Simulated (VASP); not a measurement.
Wanted: the native input for a VASP 6.6.1 run.

| Quantity | Value |
| --- | --- |
| Task | single point |
| Functional | PBE |
| Potentials or basis | VASP PAW PBE potentials, release 64 (Sb) |
| Cutoff | 500 eV |
| k mesh | 14 × 14 × 5, shifted |
| Occupations | fermi-dirac, width 0.025 eV |
| Spin | no spin polarisation |
| Dipole correction | no |
| Further INCAR settings | ALGO = Normal; EDIFF = 1e-06; NBANDS = 14; ISYM = -1 |

The structure of Sb lies in POSCAR:

```
Sb
1.0
    0.0000000000      2.3962708736     -2.3962708736
   -2.3962708736      0.0000000000      2.3962708736
    4.7925417473      4.7925417473      4.7925417473
Sb
3
Direct
    0.0000000000      0.0000000000      0.0000000000
    0.3333333330      0.6666666670      0.3333333330
    0.6666666670      0.3333333330      0.6666666670
```

This isn't the form of Sb at room conditions, which is rhombohedral.

These files were run (other wordings do the same):

INCAR

```
SYSTEM = Sb
PREC     = Accurate       ! precision mode
ENCUT    = 500            ! plane-wave cutoff, eV
EDIFF    = 1E-6           ! SCF threshold, eV
ISMEAR   = -1             ! smearing method
SIGMA    = 0.025          ! smearing width, eV
LREAL    = .FALSE.        ! projectors in reciprocal space
LASPH    = .TRUE.         ! aspherical terms in the spheres
NELM     = 120            ! most SCF steps
ALGO     = Normal         ! electronic algorithm
ISIF     = 2              ! what is computed and relaxed
LWAVE    = .FALSE.        ! write WAVECAR
LCHARG   = .TRUE.         ! write CHGCAR
GGA      = PE             ! functional
LELF     = .TRUE.         ! ELF
LVHAR    = .TRUE.       
ISYM     = -1           
NBANDS   = 14             ! bands
GGA_COMPAT= .FALSE.      
KPAR     = 1
```

KPOINTS

```
explicit points
490
Reciprocal
  0.03571429   0.03571429   0.10000000 2
  0.03571429   0.03571429   0.30000000 2
  0.03571429   0.03571429   0.50000000 2
  0.03571429   0.03571429   0.70000000 2
  0.03571429   0.03571429   0.90000000 2
  0.03571429   0.10714286   0.10000000 2
[... 482 lines left out ...]
  0.46428571   0.96428571   0.70000000 2
  0.46428571   0.96428571   0.90000000 2
```

Potentials or basis: VASP PAW PBE potentials, release 64 (Sb).

Run with:

```console
$ cat potpaw_PBE.64/Sb/POTCAR > POTCAR
$ mpirun -np 4 vasp_std > vasp.out
```

Results of the run:

```yaml
Pressure: -0.1 GPa
Band_gap_on_the_k_mesh: zero (an odd number of electrons rules out a gap without spin polarisation)
```

Caveat: spin-orbit coupling is left out, which moves the levels of the heavy elements.

It took 5.8 min on 4 MPI ranks on AMD EPYC 7R43 64-Core Processor (Zen 3), with other jobs on the host, peak memory 0.28 GiB a rank.
